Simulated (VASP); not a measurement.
Wanted: the native input for a VASP 6.6.1 run.

- Task: single point
- Functional: r2SCAN
- Potentials or basis: VASP PAW PBE potentials, release 64 (C)
- Cutoff: 520 eV
- k mesh: 14 × 14 × 14
- Occupations: gaussian, width 0.05 eV
- Spin: no spin polarisation
- Dipole correction: no
- Further INCAR settings: ALGO = Normal; EDIFF = 1e-06; NBANDS = 11

The system is C.

```xyz
2
Lattice="0.0000 2.2454 3.0042 1.2964 0.0000 3.0042 1.2964 2.2454 0.0000" Properties=species:S:1:pos:R:3 pbc="T T T"
C     1.2964    0.7485    3.0042
C     1.2964    3.7423    3.0042
```

This cell differs from its parent crystal: ratio of the length along z to the lengths across it x 0.85, volume and fractional coordinates fixed.

One way to write it, as run:

POSCAR

```
C
1.0
    0.0000000000      2.2454041173      3.0042176949
    1.2963593117      0.0000000000      3.0042176949
    1.2963593117      2.2454041173      0.0000000000
C
2
Direct
    0.1666700000      0.8333300000      0.1666700000
    0.8333300000      0.1666700000      0.8333300000
```

INCAR.step1

```
SYSTEM = C
PREC = Accurate
ENCUT = 520
ISMEAR = 0
SIGMA = 0.05
LREAL = .FALSE.
LASPH = .TRUE.
NELM = 100
NBANDS = 11
GGA = PE
ALGO = Normal
EDIFF = 1E-4
LWAVE = .TRUE.
LCHARG = .FALSE.
```

INCAR.step2

```
SYSTEM = C
PREC = Accurate
ENCUT = 520
EDIFF = 1E-6
ISMEAR = 0
SIGMA = 0.05
LREAL = .FALSE.
LASPH = .TRUE.
NELM = 100
ALGO = Normal
ISIF = 2
LWAVE = .FALSE.
LCHARG = .FALSE.
METAGGA = R2SCAN
LMIXTAU = .TRUE.
NBANDS = 11
ISTART = 1
```

KPOINTS

```
Automatic mesh
0
G
  14 14 14
  0 0 0
```

Potentials or basis: VASP PAW PBE potentials, release 64 (C).

Run with:

```sh
$ cat potpaw_PBE.64/C/POTCAR > POTCAR
$ cp INCAR.step1 INCAR
$ mpirun -np 1 vasp_std > vasp.out
$ cp INCAR.step2 INCAR
$ mpirun -np 1 vasp_std > vasp.out
```

Results of the run:

```
Pressure               : -37.3 GPa
Largest force          : 0.018 eV/Å
Band gap on the k mesh : zero (band 4 reaches 5.08 eV, above the bottom of band 5 at 4.96 eV)
```

Caveat: the PAW data sets were made with another functional, which shifts forces and pressure a little.

It took 4.2 min on 1 thread of Intel(R) Xeon(R) Platinum 8259CL CPU @ 2.50GHz (Skylake/Cascade Lake), with other jobs on the host, peak memory 0.18 GiB.
